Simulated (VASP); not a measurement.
# Pt (Immm) in VASP: single point with PBEsol

Aim: the single point of Pt with PBEsol.

Program: VASP 6.6.1. These are calculated values, not measurements. Logs are shortened: lines on timing, memory, paths and dates and some standing lists are left out, and cuts for length are marked.

## Step 1: The cell of the first run

It takes space group Immm (No. 71, orthorhombic). The conventional cell has a = 2.717 Å, b = 2.821 Å, c = 3.916 Å, α = 90.00°, β = 90.00°, γ = 90.00°. Within 3.6 Å of Pt (site symmetry mmm) lie 12 Pt at 2.72 to 2.82 Å.

## Step 2: Single point, PBEsol (strain +0.0375 x Voigt [0, 0, 0, 0, 0, 1])

INCAR reads:

```
ALGO = Fast ; EDIFF = 1E-6
ENCUT = 520 ; GGA = PS
ISIF = 2 ; ISMEAR = 0
LASPH = T ; LCHARG = F
LREAL = F ; LWAVE = F
NBANDS = 11 ; NELM = 100
PREC = Accurate ; SIGMA = 0.15
```

KPOINTS reads:

```
k-points
0
Gamma
  20 20 20
```

POSCAR reads:

```
Pt
1.0
    0.0367106250      1.9579000000      1.9579000000
    1.9579000000      0.0367106250      1.9579000000
    1.9946106250      1.9946106250      0.0000000000
Pt
1
Direct
    0.0000000000      0.0000000000      0.0000000000
```

Potentials or basis: VASP PAW PBE potentials, release 64 (Pt).

Command:

```bash
cat potpaw_PBE.64/Pt/POTCAR > POTCAR
mpirun -np 1 vasp_std > vasp.out
```

OUTCAR:

```text
EDIFF = 1E-6
   ENCUT = 520
   GGA = PS
   ISIF = 2
   ISMEAR = 0
   LASPH = T
   LREAL = F
   NELM = 100
   PREC = Accurate

 ion  position               nearest neighbor table
   1  0.000  0.000  0.000-

  LATTYP: Found a body centered orthorhombic cell.
 ALAT       =     2.7169720700
 B/A-ratio  =     1.0382165605
 C/A-ratio  =     1.4412367515

  Lattice vectors:

 A1 = (   1.9579000000,   0.0367106250,  -1.9579000000)
 A2 = (  -1.9579000000,  -0.0367106250,  -1.9579000000)
 A3 = (   0.0367106250,   1.9579000000,   1.9579000000)

Analysis of symmetry for initial positions (statically):
=====================================================================
 Subroutine PRICEL returns:
 Original cell was already a primitive cell.

 Routine SETGRP: Setting up the symmetry group for a
 body centered orthorhombic supercell.

 Subroutine GETGRP returns: Found  8 space group operations
 (whereof  8 operations were pure point group operations)
 out of a pool of  8 trial point group operations.

The static configuration has the point symmetry D_2h.

Analysis of symmetry for dynamics (positions and initial velocities):
=====================================================================
 Subroutine PRICEL returns:
 Original cell was already a primitive cell.

 Routine SETGRP: Setting up the symmetry group for a
 body centered orthorhombic supercell.

 Subroutine GETGRP returns: Found  8 space group operations
 (whereof  8 operations were pure point group operations)
 out of a pool of  8 trial point group operations.

The dynamic configuration has the point symmetry D_2h.

 Subroutine INISYM returns: Found  8 space group operations
 (whereof  8 operations are pure point group operations),
 and found     1 'primitive' translations

----------------------------------------------------------------------------------------

                                     Primitive cell

  volume of cell :      15.0054

  direct lattice vectors                    reciprocal lattice vectors
     0.036710625  1.957900000  1.957900000    -0.260255447  0.260255447  0.255375658
     1.957900000  0.036710625  1.957900000     0.260255447 -0.260255447  0.255375658
     1.994610625  1.994610625  0.000000000     0.250675492  0.250675492 -0.255375658

  length of vectors
     2.769132082  2.769132082  2.820805398     0.447976029  0.447976029  0.436913185

  position of ions in fractional coordinates (direct lattice)
     0.000000000  0.000000000  0.000000000

  ion indices of the primitive-cell ions
   primitive index   ion index
                 1           1

----------------------------------------------------------------------------------------

 KPOINTS: k-points

Automatic generation of k-mesh.
 Grid dimensions read from file:
 generate k-points for:   20   20   20

 Generating k-lattice:

  Cartesian coordinates                     Fractional coordinates (reciprocal lattice)
    -0.013012772  0.013012772  0.012768783     0.050000000  0.000000000  0.000000000
     0.013012772 -0.013012772  0.012768783     0.000000000  0.050000000  0.000000000
     0.012533775  0.012533775 -0.012768783     0.000000000  0.000000000  0.050000000

  Length of vectors
     0.022398801  0.022398801  0.021845659

  Shift w.r.t. Gamma in fractional coordinates (k-lattice)
     0.000000000  0.000000000  0.000000000

 Subroutine IBZKPT returns following result:
 ===========================================

 Found   1166 irreducible k-points:

 Following reciprocal coordinates:
            Coordinates               Weight
  0.000000  0.000000  0.000000      1.000000
  0.050000  0.000000  0.000000      4.000000
  0.100000  0.000000  0.000000      4.000000
  0.150000  0.000000  0.000000      4.000000
  0.200000  0.000000  0.000000      4.000000
  0.250000  0.000000  0.000000      4.000000
[... 16 lines left out ...]
 -0.400000  0.050000  0.000000      4.000000
 -0.350000  0.050000  0.000000      4.000000
 [... further k-points ...]
   k-points           NKPTS =   1166   k-points in BZ     NKDIM =   1166   number of bands    NBANDS=     11
   number of dos      NEDOS =    301   number of ions     NIONS =      1
   total plane-waves  NPLWV =  13824
   dimension x,y,z NGX =    24 NGY =   24 NGZ =   24
   dimension x,y,z NGXF=    48 NGYF=   48 NGZF=   48
   ions per type =               1
   NGX,Y,Z   is equivalent  to a cutoff of  14.41, 14.41, 14.14 a.u.
   NGXF,Y,Z  is equivalent  to a cutoff of  28.82, 28.82, 28.29 a.u.
 SYSTEM =  unknown system
   PREC   = accura    normal or accurate (medium, high low for compatibility)
   ISTART =      0    job   : 0-new  1-cont  2-samecut
   ICHARG =      2    charge: 1-file 2-atom 10-const
   ISPIN  =      1    spin polarized calculation?
   LNONCOLLINEAR =      F non collinear calculations
   LSORBIT =      F    spin-orbit coupling
   LASPH  =      T    aspherical Exc in radial PAW
   ENCUT  =  520.0 eV  38.22 Ry    6.18 a.u.   5.15  5.15  5.24*2*pi/ulx,y,z
   NELM   =    100;   NELMIN=  2; NELMDL= -5     # of ELM steps
   EDIFF  = 0.1E-05   stopping-criterion for ELM
   LREAL  =      F    real-space projection
   EDIFFG = 0.1E-04   stopping-criterion for IOM
   NSW    =      0    number of steps for IOM
   IBRION =     -1    ionic relax: 0-MD 1-quasi-New 2-CG
   NFREE  =      0    steps in history (QN), initial steepest desc. (CG)
   ISIF   =      2    stress and relaxation
   ISYM   =      2    0-nonsym 1-usesym 2-fastsym
   POTIM  = 0.5000    time-step for ionic-motion
   TEBEG  =    0.0;   TEEND  =   0.0 temperature during run
   PSTRESS=    0.0 pullay stress
   NELECT =      10.0000    total number of electrons
   NUPDOWN=      -1.0000    fix difference up-down
   EMIN   =  10.00;   EMAX   =-10.00  energy-range for DOS
   EFERMI =   0.00;   METHOD = LEGACY
   ISMEAR =     0;   SIGMA  =   0.15  broadening in eV -4-tet -1-fermi 0-gaus
   EFERMI_NEDOS =   21; number of points for ismear=-14 and -15
   IALGO  =     68    algorithm
   IMIX   =      4    mixing-type and parameters
     AMIX     =   0.40;   BMIX     =  1.00
     AMIX_MAG =   1.60;   BMIX_MAG =  1.00
  volume/ion in A,a.u.               =      15.01       101.26
  Fermi-wavevector in a.u.,A,eV,Ry     =   1.429964  2.702241 27.821169  2.044798
  Thomas-Fermi vector in A             =   2.549861
   LORBIT       =      0    0 simple, 1 ext, 2 COOP (PROOUT), +10 PAW based schemes
   GGA     = PS    functional components
   LHFCALC =     F    Hartree Fock is set to
   AEXX    =    0.0000 exact exchange contribution
   IVDW    =     0    specifies the selected vdW correction
   LEPSILON=     F    determine dielectric tensor
   LRPA    =     F    only Hartree local field effects (RPA)
 non-spin polarized calculation
 RMM-DIIS sequential band-by-band and
 Gauss-broadening in eV      SIGMA  =   0.15
  energy-cutoff  :      520.00
  volume of cell :       15.01
 maximum number of plane-waves:       416
 NGX is ok and might be reduce to    24
   NGX = 11   NGY = 11   NGZ = 11

 number of electron      10.0000000 magnetization

 Free energy of the ion-electron system (eV)
  ---------------------------------------------------
  ext. energy  EPLUGINS =         0.00000000
  ---------------------------------------------------
  free energy    TOTEN  =        -6.96895529 eV

  energy without entropy =       -6.94993404  energy(sigma->0) =       -6.95944467

 E-fermi :  11.1975     XC(G=0): -13.6564

 val. band max:       11.1971497610   @ k =  -0.4500   0.5000   0.4000
 cond. band min:      11.1976502403   @ k =  -0.4000   0.1500   0.1000
 fundamental gap:      0.0005004793
 Fermi energy:        11.1974535236

 k-point     1 :       0.0000    0.0000    0.0000
  band No.  band energies     occupation
      1       0.8398      2.00000
      2       7.1337      2.00000
      3       7.3085      2.00000
      4       7.5935      2.00000
      5       9.5687      2.00000
      6       9.5835      2.00000
      7      25.7828      0.00000
      8      30.1941      0.00000
      9      30.8128      0.00000
     10      31.4163      0.00000
     11      36.1112      0.00000

 k-point     2 :       0.0500    0.0000    0.0000
  band No.  band energies     occupation
      1       0.9450      2.00000
      2       7.1771      2.00000
      3       7.3251      2.00000
      4       7.5763      2.00000
      5       9.5373      2.00000
      6       9.5525      2.00000
      7      25.9541      0.00000
      8      30.3609      0.00000
      9      30.5000      0.00000
     10      31.2677      0.00000
     11      36.7825      0.00000

 k-point     3 :       0.1000    0.0000    0.0000
  band No.  band energies     occupation
      1       1.2532      2.00000
      2       7.2748      2.00000
      3       7.2951      2.00000
      4       7.6308      2.00000
      5       9.4603      2.00000
      6       9.4749      2.00000
      7      26.4308      0.00000
      8      29.2965      0.00000
      9      30.8476      0.00000
     10      31.6364      0.00000
     11      37.8112      0.00000

 k-point     4 :       0.1500    0.0000    0.0000
  band No.  band energies     occupation
      1       1.7392      2.00000
      2       7.1227      2.00000
      3       7.4462      2.00000
      4       7.8008      2.00000
      5       9.3919      2.00000
      6       9.4020      2.00000
      7      27.0703      0.00000
      8      27.8819      0.00000
      9      31.6112      0.00000
     10      32.3284      0.00000
     11      36.8624      0.00000
[... 239 lines left out ...]
 k-point    22 :      -0.4500    0.0500    0.0000
  band No.  band energies     occupation
      1       3.9049      2.00000
      2       7.1358      2.00000
      3       7.4419      2.00000
      4       9.9652      2.00000
      5      11.0434      1.85373
      6      12.0905      0.00000
      7      17.5668      0.00000
      8      25.4264      0.00000
      9      29.8176      0.00000
     10      29.8414      0.00000
     11      38.8542      0.00000

 k-point    23 :      -0.4000    0.0500    0.0000
  band No.  band energies     occupation
      1       3.9077      2.00000
      2       7.1949      2.00000
      3       7.5265      2.00000
      4       9.2673      2.00000
      5      10.7291      1.99999
      6      11.6953      0.00000
      7      18.8519      0.00000
      8      25.7010      0.00000
      9      30.1194      0.00000
     10      30.6394      0.00000
     11      37.8005      0.00000

 k-point    24 :      -0.3500    0.0500    0.0000
  band No.  band energies     occupation
      1       3.8646      2.00000
      2       7.3076      2.00000
      3       7.6513      2.00000
      4       8.3244      2.00000
      5      10.2974      2.00000
      6      11.1894      1.06060
      7      20.6170      0.00000
      8      26.2184      0.00000
      9      30.8153      0.00000
     10      31.8457      0.00000
     11      36.3828      0.00000

 [... further k-points ...]
[... 5 lines left out ...]
  --------------------------------------------------------------------------------------
  -------------------------------------------------------------------------------------
  Total        0.0971654      0.0971654     -0.0296641     -0.2963814      0.0000000      0.0000000
  in kB       10.3746467     10.3746467     -3.1673244    -31.6455594      0.0000000      0.0000000
  external PRESSURE =       5.8606563 kB  Pullay stress =       0.0000000 kB

 VOLUME and BASIS-vectors are now :
 -----------------------------------------------------------------------------
  energy-cutoff  :      520.00
  volume of cell :       15.01
      direct lattice vectors                 reciprocal lattice vectors
     0.036710625  1.957900000  1.957900000    -0.260255447  0.260255447  0.255375658
     1.957900000  0.036710625  1.957900000     0.260255447 -0.260255447  0.255375658
     1.994610625  1.994610625  0.000000000     0.250675492  0.250675492 -0.255375658

 POSITION                                       TOTAL-FORCE (eV/Angst)
 -----------------------------------------------------------------------------------
      0.00000      0.00000      0.00000        -0.000000     -0.000000      0.000000
 -----------------------------------------------------------------------------------
    total drift:                               -0.000000      0.000000     -0.000000

  FREE ENERGIE OF THE ION-ELECTRON SYSTEM (eV)
  ---------------------------------------------------
  free  energy   TOTEN  =        -6.9689552910 eV

  energy  without entropy=       -6.9499340433  energy(sigma->0) =       -6.95944467
```

Run time: 3.3 min. Hardware: 1 thread of Intel Xeon 8259CL, shared host; peak memory 0.31 GiB.

What came out:

| Quantity | Value |
| --- | --- |
| Free energy | -6.9690 eV |
| Pressure | 0.6 GPa |
| Band gap on the k mesh | zero (bands 5 and 6 overlap by 2.33 eV) |

Levels at points of the mesh, in eV from the Fermi level:
```csv
k point,band 1,band 2,band 3,band 4,band 5,band 6,band 7,band 8,band 9,band 10
"(0.00, 0.00, 0.00)",-10.36,-4.06,-3.89,-3.60,-1.63,-1.61,14.59,19.00,19.62,20.22
"(0.50, 0.00, 0.00)",-7.38,-4.13,-3.70,-0.41,-0.03,0.19,6.12,14.02,18.44,18.96
"(0.50, 0.50, 0.00)",-7.19,-6.70,0.03,0.48,0.52,1.69,8.88,10.66,12.06,20.08
"(0.00, 0.00, 0.50)",-7.49,-4.10,-3.66,-0.73,-0.11,0.11,5.58,14.30,18.99,19.53
"(0.50, 0.00, 0.50)",-7.17,-6.71,-0.02,0.48,0.53,1.71,8.91,11.35,11.36,20.15
```

Caveat: the cell differs from its parent crystal (strain +0.0375 x Voigt [0, 0, 0, 0, 0, 1]); the PAW data sets were made with another functional, which shifts forces and pressure a little; spin-orbit coupling is left out, which moves the levels of the heavy elements.
